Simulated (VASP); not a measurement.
Al: single point with PBEsol

The system is Al.

```
CELL_PARAMETERS angstrom
2.57694 0.00000 0.00000
-1.28847 2.23170 0.00000
0.00000 0.00000 5.79709
ATOMIC_POSITIONS crystal
Al 0.66667 0.33333 0.75000
Al 0.33333 0.66667 0.25000
```

This cell differs from its parent crystal: ratio of the length along z to the lengths across it x 1.3, volume and fractional coordinates fixed.

- Program: VASP 6.6.1
- Task: single point
- Functional: PBEsol
- Potentials or basis: VASP PAW PBE potentials, release 64 (Al)
- Cutoff: 520 eV
- k mesh: 24 × 24 × 12
- Occupations: gaussian, width 0.15 eV
- Spin: no spin polarisation
- Dipole correction: no
- Further INCAR settings: ALGO = Normal; EDIFF = 1e-07; NBANDS = 10

| Quantity | Value |
| --- | --- |
| Pressure | 9.0 GPa |
| Band gap on the k mesh | zero (band 3 reaches 9.88 eV, above the bottom of band 4 at 5.51 eV) |

Stress tensor (GPa, compression positive):
```
 18.63   0.00   0.00
  0.00  18.63   0.00
  0.00   0.00 -10.27
```

Levels at points of the mesh, in eV from the Fermi level:
```
           k point  band 1  band 2  band 3  band 4  band 5  band 6
(0.00, 0.00, 0.00)  -11.04   -7.76   -5.46    5.34    6.21   14.92
(0.50, 0.00, 0.00)   -4.13   -3.76   -1.01    0.01    1.40    1.84
(0.00, 0.00, 0.50)  -10.00  -10.00   -1.22   -1.22   13.90   13.90
(0.50, 0.00, 0.50)   -3.46   -3.46   -2.16   -2.16    5.47    5.47
```

Wall time 86 s on 1 thread of Intel(R) Xeon(R) Platinum 8259CL CPU @ 2.50GHz (Skylake/Cascade Lake), on a shared host, peak memory 0.23 GiB.

Caveat: the PAW data sets were made with another functional, which shifts forces and pressure a little.
